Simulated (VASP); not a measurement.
# Al2GaN3 (Cm) in VASP: further runs

Runs on Al2GaN3. Level: PBEsol. Tasks: single point.

Program: VASP 6.6.1. These are calculated values, not measurements. Logs are shortened: lines on timing, memory, paths and dates and some standing lists are left out, and cuts for length are marked.

## Step 1: The cell of the first run

The structure is monoclinic, space group Cm (No. 8). Conventional cell: a = 11.946 Å, b = 3.261 Å, c = 7.275 Å, α = 90.00°, β = 105.72°, γ = 90.00°. Within 2.5 Å of Al (site symmetry m) lie 4 N at 1.91 to 1.96 Å. Within 2.5 Å of Al (site symmetry m) lie 4 N at 1.89 to 1.95 Å. Within 2.5 Å of Al (site symmetry m) lie 4 N at 1.89 to 1.96 Å. Within 2.5 Å of Al (site symmetry m) lie 4 N at 1.89 to 1.96 Å. Ga (site symmetry m) has 4 N at 1.97 to 2.00 Å within 2.6 Å. Within 2.6 Å of Ga (site symmetry m) lie 4 N at 1.96 to 2.00 Å. Within 2.5 Å of N (site symmetry m) lie 3 Al at 1.89 to 1.96 Å and 1 Ga at 2.00 Å. N (site symmetry m) has 3 Al at 1.89 to 1.95 Å and 1 Ga at 2.00 Å within 2.5 Å.

## Step 2: Single point, PBEsol (biaxial strain in the a-b plane: +4.0 %)

File INCAR:

```
SYSTEM = Al2GaN3
  PREC = Accurate
  ENCUT = 520
  EDIFF = 1E-7
  ISMEAR = 0
  SIGMA = 0.02
  LREAL = .False.
  LASPH = .True.
  NELM = 80
  ALGO = Normal
  ISIF = 2
  LWAVE = .False.
  LCHARG = .True.
  GGA = PS
  LELF = .True.
  LVHAR = .True.
  NBANDS = 46
```

File KPOINTS:

```
Automatic mesh
0
Gamma
  8 8 4
  0 0 0
```

File POSCAR:

```
Al2GaN3
1.0
    5.9729374693     -1.6305927080      0.0009480495
    5.9729374693      1.6305927080      0.0009480495
   -1.9719886372      0.0000000000      7.0031215191
Al Ga N
4 2 6
Direct
    0.9442296708      0.9442296708      0.3896305375
    0.8891298440      0.8891298440      0.7777347164
    0.2232499431      0.2232499431      0.4455342200
    0.5545247336      0.5545247336      0.1140563147
    0.2773207488      0.2773207488      0.0582207528
    0.6096978263      0.6096978263      0.7223582314
    0.1467341232      0.1467341232      0.1823592047
    0.4805160238      0.4805160238      0.8499286809
    0.8171937053      0.8171937053      0.5123509257
    0.7650161780      0.7650161780      0.9027122484
    0.0958263938      0.0958263938      0.5656940895
    0.4319258093      0.4319258093      0.2442210681
```

Potentials or basis: VASP PAW PBE potentials, release 64 (Al, Ga_d, N).

Started as:

```sh
$ cat potpaw_PBE.64/Al/POTCAR potpaw_PBE.64/Ga_d/POTCAR potpaw_PBE.64/N/POTCAR > POTCAR
$ mpirun -np 1 vasp_std > vasp.out
```

OUTCAR:

```text
SYSTEM = Al2GaN3
   PREC = Accurate
   ENCUT = 520
   EDIFF = 1E-7
   ISMEAR = 0
   LREAL = .False.
   LASPH = .True.
   NELM = 80
   ISIF = 2
   GGA = PS

 ion  position               nearest neighbor table
   1  0.944  0.944  0.390-  11 1.91  12 1.93  12 1.93   9 1.96   2 3.07   6 3.14   6 3.14   5 3.14
                             5 3.14   4 3.14   4 3.14   3 3.22   3 3.22   3 3.25
   2  0.889  0.889  0.778-   9 1.89  10 1.94   8 1.95   8 1.95   1 3.07   3 3.14   3 3.14   4 3.15
                             4 3.15
   3  0.223  0.223  0.446-   7 1.89  11 1.95   9 1.96   9 1.96   5 3.06   2 3.14   2 3.14   4 3.15
                             4 3.15   1 3.22   1 3.22   1 3.25
   4  0.555  0.555  0.114-   8 1.89  12 1.95   7 1.96   7 1.96   6 3.09   1 3.14   1 3.14   3 3.15
                             3 3.15   2 3.15   2 3.15
   5  0.277  0.277  0.058-  10 1.97  10 1.97  12 1.97   7 2.00   3 3.06   1 3.14   1 3.14
   6  0.610  0.610  0.722-  10 1.96  11 1.97  11 1.97   8 2.00   4 3.09   1 3.14   1 3.14
   7  0.147  0.147  0.182-   3 1.89   4 1.96   4 1.96   5 2.00
   8  0.481  0.481  0.850-   4 1.89   2 1.95   2 1.95   6 2.00
   9  0.817  0.817  0.512-   2 1.89   1 1.96   3 1.96   3 1.96
  10  0.765  0.765  0.903-   2 1.94   6 1.96   5 1.97   5 1.97
  11  0.096  0.096  0.566-   1 1.91   3 1.95   6 1.97   6 1.97
  12  0.432  0.432  0.244-   1 1.93   1 1.93   4 1.95   5 1.97

  LATTYP: Found a base centered monoclinic cell.
 ALAT       =    11.9458750891
 B/A-ratio  =     0.2729967785
 C/A-ratio  =     0.6090360912
 COS(beta)  =    -0.2708934680

  Lattice vectors:

 A1 = (   5.9729374693,  -1.6305927080,   0.0009480495)
 A2 = (   5.9729374693,   1.6305927080,   0.0009480495)
 A3 = (  -1.9719886372,   0.0000000000,   7.0031215191)

Analysis of symmetry for initial positions (statically):
=====================================================================
 Subroutine PRICEL returns:
 Original cell was already a primitive cell.

 Routine SETGRP: Setting up the symmetry group for a
 base centered monoclinic supercell.

 Subroutine GETGRP returns: Found  2 space group operations
 (whereof  2 operations were pure point group operations)
 out of a pool of  4 trial point group operations.

The static configuration has the point symmetry C_1h.

Analysis of symmetry for dynamics (positions and initial velocities):
=====================================================================
 Subroutine PRICEL returns:
 Original cell was already a primitive cell.

 Routine SETGRP: Setting up the symmetry group for a
 base centered monoclinic supercell.

 Subroutine GETGRP returns: Found  2 space group operations
 (whereof  2 operations were pure point group operations)
 out of a pool of  4 trial point group operations.

The dynamic configuration has the point symmetry C_1h.

 Subroutine INISYM returns: Found  2 space group operations
 (whereof  2 operations are pure point group operations),
 and found     1 'primitive' translations

----------------------------------------------------------------------------------------

                                     Primitive cell

  volume of cell :     136.4189

  direct lattice vectors                    reciprocal lattice vectors
     5.972937469 -1.630592708  0.000948050     0.083707164 -0.306636966  0.023570857
     5.972937469  1.630592708  0.000948050     0.083707164  0.306636966  0.023570857
    -1.971988637  0.000000000  7.003121519    -0.000022664  0.000000000  0.142787085

  length of vectors
     6.191511567  6.191511567  7.275469071     0.318729828  0.318729828  0.142787087

  position of ions in fractional coordinates (direct lattice)
     0.944229671  0.944229671  0.389630537
     0.889129844  0.889129844  0.777734716
     0.223249943  0.223249943  0.445534220
     0.554524734  0.554524734  0.114056315
     0.277320749  0.277320749  0.058220753
     0.609697826  0.609697826  0.722358231
     0.146734123  0.146734123  0.182359205
     0.480516024  0.480516024  0.849928681
     0.817193705  0.817193705  0.512350926
     0.765016178  0.765016178  0.902712248
     0.095826394  0.095826394  0.565694089
     0.431925809  0.431925809  0.244221068

  ion indices of the primitive-cell ions
   primitive index   ion index
                 1           1
                 2           2
                 3           3
                 4           4
                 5           5
                 6           6
                 7           7
                 8           8
                 9           9
                10          10
                11          11
                12          12

----------------------------------------------------------------------------------------

 KPOINTS: Automatic mesh

Automatic generation of k-mesh.
 Grid dimensions read from file:
 generate k-points for:    8    8    4

 Generating k-lattice:

  Cartesian coordinates                     Fractional coordinates (reciprocal lattice)
     0.010463395 -0.038329621  0.002946357     0.125000000  0.000000000  0.000000000
     0.010463395  0.038329621  0.002946357     0.000000000  0.125000000  0.000000000
    -0.000005666  0.000000000  0.035696771     0.000000000  0.000000000  0.250000000

  Length of vectors
     0.039841228  0.039841228  0.035696772

  Shift w.r.t. Gamma in fractional coordinates (k-lattice)
     0.000000000  0.000000000  0.000000000

 Subroutine IBZKPT returns following result:
 ===========================================

 Found     78 irreducible k-points:

 Following reciprocal coordinates:
            Coordinates               Weight
  0.000000  0.000000  0.000000      1.000000
  0.125000  0.000000 -0.000000      4.000000
  0.250000  0.000000 -0.000000      4.000000
  0.375000  0.000000 -0.000000      4.000000
  0.500000  0.000000 -0.000000      2.000000
  0.125000  0.125000 -0.000000      2.000000
[... 16 lines left out ...]
  0.125000  0.000000  0.250000      4.000000
  0.250000  0.000000  0.250000      4.000000
 [... further k-points ...]
   k-points           NKPTS =     78   k-points in BZ     NKDIM =     78   number of bands    NBANDS=     46
   number of dos      NEDOS =    301   number of ions     NIONS =     12
   total plane-waves  NPLWV = 124416
   dimension x,y,z NGX =    48 NGY =   48 NGZ =   54
   dimension x,y,z NGXF=    96 NGYF=   96 NGZF=  108
   ions per type =               4   2   6
   NGX,Y,Z   is equivalent  to a cutoff of  12.89, 12.89, 12.34 a.u.
   NGXF,Y,Z  is equivalent  to a cutoff of  25.78, 25.78, 24.68 a.u.
 SYSTEM =  Al2GaN3
   PREC   = accura    normal or accurate (medium, high low for compatibility)
   ISTART =      0    job   : 0-new  1-cont  2-samecut
   ICHARG =      2    charge: 1-file 2-atom 10-const
   ISPIN  =      1    spin polarized calculation?
   LNONCOLLINEAR =      F non collinear calculations
   LSORBIT =      F    spin-orbit coupling
   LASPH  =      T    aspherical Exc in radial PAW
   ENCUT  =  520.0 eV  38.22 Ry    6.18 a.u.  11.51 11.51 13.53*2*pi/ulx,y,z
   NELM   =     80;   NELMIN=  2; NELMDL= -5     # of ELM steps
   EDIFF  = 0.1E-06   stopping-criterion for ELM
   LREAL  =      F    real-space projection
   EDIFFG = 0.1E-05   stopping-criterion for IOM
   NSW    =      0    number of steps for IOM
   IBRION =     -1    ionic relax: 0-MD 1-quasi-New 2-CG
   NFREE  =      0    steps in history (QN), initial steepest desc. (CG)
   ISIF   =      2    stress and relaxation
   ISYM   =      2    0-nonsym 1-usesym 2-fastsym
   POTIM  = 0.5000    time-step for ionic-motion
   TEBEG  =    0.0;   TEEND  =   0.0 temperature during run
   PSTRESS=    0.0 pullay stress
   NELECT =      68.0000    total number of electrons
   NUPDOWN=      -1.0000    fix difference up-down
   EMIN   =  10.00;   EMAX   =-10.00  energy-range for DOS
   EFERMI =   0.00;   METHOD = LEGACY
   ISMEAR =     0;   SIGMA  =   0.02  broadening in eV -4-tet -1-fermi 0-gaus
   EFERMI_NEDOS =   21; number of points for ismear=-14 and -15
   IALGO  =     38    algorithm
   IMIX   =      4    mixing-type and parameters
     AMIX     =   0.40;   BMIX     =  1.00
     AMIX_MAG =   1.60;   BMIX_MAG =  1.00
  volume/ion in A,a.u.               =      11.37        76.72
  Fermi-wavevector in a.u.,A,eV,Ry     =   1.298035  2.452930 22.924375  1.684894
  Thomas-Fermi vector in A             =   2.429389
   LORBIT       =      0    0 simple, 1 ext, 2 COOP (PROOUT), +10 PAW based schemes
   GGA     = PS    functional components
   LHFCALC =     F    Hartree Fock is set to
   AEXX    =    0.0000 exact exchange contribution
   IVDW    =     0    specifies the selected vdW correction
   LEPSILON=     F    determine dielectric tensor
   LRPA    =     F    only Hartree local field effects (RPA)
 non-spin polarized calculation
 Gauss-broadening in eV      SIGMA  =   0.02
  energy-cutoff  :      520.00
  volume of cell :      136.42
 maximum number of plane-waves:      3694
 NGX is ok and might be reduce to    48
   NGX = 23   NGY = 23   NGZ = 27

 number of electron      68.0000003 magnetization

 Free energy of the ion-electron system (eV)
  ---------------------------------------------------
  ext. energy  EPLUGINS =         0.00000000
  ---------------------------------------------------
  free energy    TOTEN  =       -88.35511882 eV

  energy without entropy =      -88.35511882  energy(sigma->0) =      -88.35511882

 E-fermi :   5.5039     XC(G=0): -11.1419

 val. band max:        5.4026221028   @ k =   0.0000   0.0000   0.0000
 cond. band min:       8.0131429241   @ k =   0.0000   0.0000   0.0000
 fundamental gap:      2.6105208213
 Fermi energy:         5.5039133321

 k-point     1 :       0.0000    0.0000    0.0000
  band No.  band energies     occupation
      1      -9.8679      2.00000
      2      -9.0525      2.00000
      3      -8.7337      2.00000
      4      -8.5187      2.00000
      5      -8.3937      2.00000
      6      -7.9389      2.00000
[... 38 lines left out ...]
     45      14.6353      0.00000
     46      15.1752      0.00000
[... 1086 lines left out ...]
      6      -7.8310      2.00000
[... 38 lines left out ...]
     45      13.9119      0.00000
     46      14.1731      0.00000

 [... further k-points ...]

------------------------ aborting loop because EDIFF is reached ----------------------------------------

  FORCE on cell =-STRESS in cart. coord.  units (eV):
  Direction    XX          YY          ZZ          XY          YZ          ZX
  --------------------------------------------------------------------------------------
  -------------------------------------------------------------------------------------
  Total      -11.6718505    -12.6431838     -0.2314796      0.0000000      0.0000000      0.7235990
  in kB     -137.0805275   -148.4883913     -2.7186222      0.0000000      0.0000000      8.4983382
  external PRESSURE =     -96.0958470 kB  Pullay stress =       0.0000000 kB

 VOLUME and BASIS-vectors are now :
 -----------------------------------------------------------------------------
  energy-cutoff  :      520.00
  volume of cell :      136.42
      direct lattice vectors                 reciprocal lattice vectors
     5.972937469 -1.630592708  0.000948050     0.083707164 -0.306636966  0.023570857
     5.972937469  1.630592708  0.000948050     0.083707164  0.306636966  0.023570857
    -1.971988637  0.000000000  7.003121519    -0.000022664  0.000000000  0.142787085

 POSITION                                       TOTAL-FORCE (eV/Angst)
 -----------------------------------------------------------------------------------
     10.51130      0.00000      2.73042        -0.056067      0.000000     -0.038718
      9.08775      0.00000      5.44826         0.032537      0.000000      0.282206
      1.78833      0.00000      3.12055         0.030076      0.000000      0.269635
      6.39937      0.00000      0.79980         0.059247      0.000000      0.275990
      3.19803      0.00000      0.40825        -0.053217      0.000000     -0.039698
      5.85889      0.00000      5.05992        -0.041475      0.000000     -0.032516
      1.39326      0.00000      1.27736        -0.064595      0.000000     -0.305956
      4.06413      0.00000      5.95306        -0.079879      0.000000     -0.311886
      8.75174      0.00000      3.58961        -0.051629      0.000000     -0.311105
      7.35865      0.00000      6.32325         0.072604      0.000000      0.061025
      0.02919      0.00000      3.96181         0.073787      0.000000      0.062374
      4.67813      0.00000      1.71113         0.078610      0.000000      0.088649
 -----------------------------------------------------------------------------------
    total drift:                               -0.000383      0.000000      0.000040

  FREE ENERGIE OF THE ION-ELECTRON SYSTEM (eV)
  ---------------------------------------------------
  free  energy   TOTEN  =       -88.3551188233 eV

  energy  without entropy=      -88.3551188233  energy(sigma->0) =      -88.35511882
```

Run time: 13 min. Hardware: 1 thread of Intel Xeon Platinum 8375C at 2.90GHz (Ice Lake), shared host; peak memory 0.6 GiB.

Results:

```
Free energy            : -88.3551 eV
Pressure               : -9.6 GPa
Largest force          : 0.322 eV/Å
Band gap on the k mesh : 2.61 eV
```

Forces in eV/Å, atoms in the order of the input:
```
Al  -0.056  0.000 -0.039
Al   0.033  0.000  0.282
Al   0.030  0.000  0.270
Al   0.059  0.000  0.276
Ga  -0.053  0.000 -0.040
Ga  -0.041  0.000 -0.033
N   -0.065  0.000 -0.306
N   -0.080  0.000 -0.312
N   -0.052  0.000 -0.311
N    0.073  0.000  0.061
N    0.074  0.000  0.062
N    0.079  0.000  0.089
```

Caveat: the cell differs from its parent crystal (biaxial strain in the a-b plane: +4.0 %); the cell stands under tension; the PAW data sets were made with another functional, which shifts forces and pressure a little.

## Step 3: Single point, PBEsol (equal strain along all axes, cell held: +2.0 %, then relaxed in part)

File INCAR:

```
SYSTEM = Al2GaN3
PREC = Accurate
ENCUT = 520
EDIFF = 1E-6
ISMEAR = 0
SIGMA = 0.02
LREAL = .False.
LASPH = .True.
NELM = 80
ALGO = Normal
ISIF = 2
LWAVE = .False.
LCHARG = .False.
GGA = PS
NBANDS = 46
```

KPOINTS is that of step 2.

File POSCAR:

```
Al2GaN3
1.0
    5.8580732872     -1.5992351560      0.0009298178
    5.8580732872      1.5992351560      0.0009298178
   -1.9341372697      0.0000000000      7.3188561325
Al Ga N
4 2 6
Direct
    0.9441647490      0.9441647490      0.3892893186
    0.8888551344      0.8888551344      0.7769054439
    0.2229113663      0.2229113663      0.4445312867
    0.5541264647      0.5541264647      0.1129912049
    0.2771917339      0.2771917339      0.0574473820
    0.6097490436      0.6097490436      0.7217588186
    0.1477592482      0.1477592482      0.1849420607
    0.4816721573      0.4816721573      0.8523149628
    0.8182599647      0.8182599647      0.5151289218
    0.7643813919      0.7643813919      0.9017735204
    0.0951745483      0.0951745483      0.5647925192
    0.4311191975      0.4311191975      0.2429255505
```

Potentials or basis: VASP PAW PBE potentials, release 64 (Al, Ga_d, N).

Started as:

```sh
$ cat potpaw_PBE.64/Al/POTCAR potpaw_PBE.64/Ga_d/POTCAR potpaw_PBE.64/N/POTCAR > POTCAR
$ mpirun -np 1 vasp_std > vasp.out
```

OUTCAR:

```text
SYSTEM = Al2GaN3
   PREC = Accurate
   ENCUT = 520
   EDIFF = 1E-6
   ISMEAR = 0
   LREAL = .False.
   LASPH = .True.
   NELM = 80
   ISIF = 2
   GGA = PS

 ion  position               nearest neighbor table
   1  0.944  0.944  0.389-  11 1.92  12 1.93  12 1.93   9 1.95   4 3.16   4 3.16   2 3.16   3 3.16
                             3 3.16   3 3.18
   2  0.889  0.889  0.777-  10 1.93   8 1.94   8 1.94   9 1.94   1 3.16   3 3.19   3 3.19   4 3.20
                             4 3.20
   3  0.223  0.223  0.445-   7 1.94  11 1.94   9 1.95   9 1.95   1 3.16   1 3.16   1 3.18   2 3.19
                             2 3.19   4 3.20   4 3.20
   4  0.554  0.554  0.113-   7 1.94   7 1.94   8 1.94  12 1.94   1 3.16   1 3.16   3 3.20   3 3.20
                             2 3.20   2 3.20
[... 1414 lines left out ...]
  volume of cell :      137.14
      direct lattice vectors                 reciprocal lattice vectors
     5.858073287 -1.599235156  0.000929818     0.085348715 -0.312649455  0.022554909
     5.858073287  1.599235156  0.000929818     0.085348715  0.312649455  0.022554909
    -1.934137270  0.000000000  7.318856132    -0.000021686  0.000000000  0.136627642

 POSITION                                       TOTAL-FORCE (eV/Angst)
 -----------------------------------------------------------------------------------
     10.30903      0.00000      2.85091        -0.004337      0.000000      0.002356
      8.91132      0.00000      5.68771        -0.000690      0.000000      0.000743
      1.75188      0.00000      3.25388        -0.000462      0.000000     -0.001484
      6.27369      0.00000      0.82800        -0.003123      0.000000      0.002161
      3.13651      0.00000      0.42096         0.000245      0.000000     -0.003887
      5.74793      0.00000      5.28358         0.003213      0.000000     -0.001852
      1.37347      0.00000      1.35384         0.001110      0.000000      0.001992
      3.99485      0.00000      6.23887         0.000758      0.000000     -0.002046
      8.59052      0.00000      3.77168         0.004163      0.000000     -0.002136
      7.21145      0.00000      6.60137        -0.003422      0.000000      0.002821
      0.02269      0.00000      4.13381         0.000166      0.000000      0.004041
      4.58120      0.00000      1.77874         0.002379      0.000000     -0.002708
 -----------------------------------------------------------------------------------
    total drift:                                0.001598     -0.000000     -0.001026

  FREE ENERGIE OF THE ION-ELECTRON SYSTEM (eV)
  ---------------------------------------------------
  free  energy   TOTEN  =       -88.5531137545 eV

  energy  without entropy=      -88.5531137545  energy(sigma->0) =      -88.55311375
```

It took 13 min on 1 thread of Intel Xeon Platinum 8375C at 2.90GHz (Ice Lake), shared host; peak memory 0.61 GiB.

Results:

| Item | Value |
| --- | --- |
| Free energy | -88.5531 eV |
| Pressure | -10.5 GPa |
| Largest force | 0.005 eV/Å |
| Band gap on the k mesh | 2.82 eV |

Forces on the atoms (eV/Å):
```
Al  -0.004  0.000  0.002
Al  -0.001  0.000  0.001
Al   0.000  0.000 -0.001
Al  -0.003  0.000  0.002
Ga   0.000  0.000 -0.004
Ga   0.003  0.000 -0.002
N    0.001  0.000  0.002
N    0.001  0.000 -0.002
N    0.004  0.000 -0.002
N   -0.003  0.000  0.003
N    0.000  0.000  0.004
N    0.002  0.000 -0.003
```

Caveat: the cell differs from its parent crystal (equal strain along all axes, cell held: +2.0 %, then relaxed in part); the cell stands under tension; the PAW data sets were made with another functional, which shifts forces and pressure a little. A k mesh can miss the band edges.

(Part 1 of 3 ends here.)
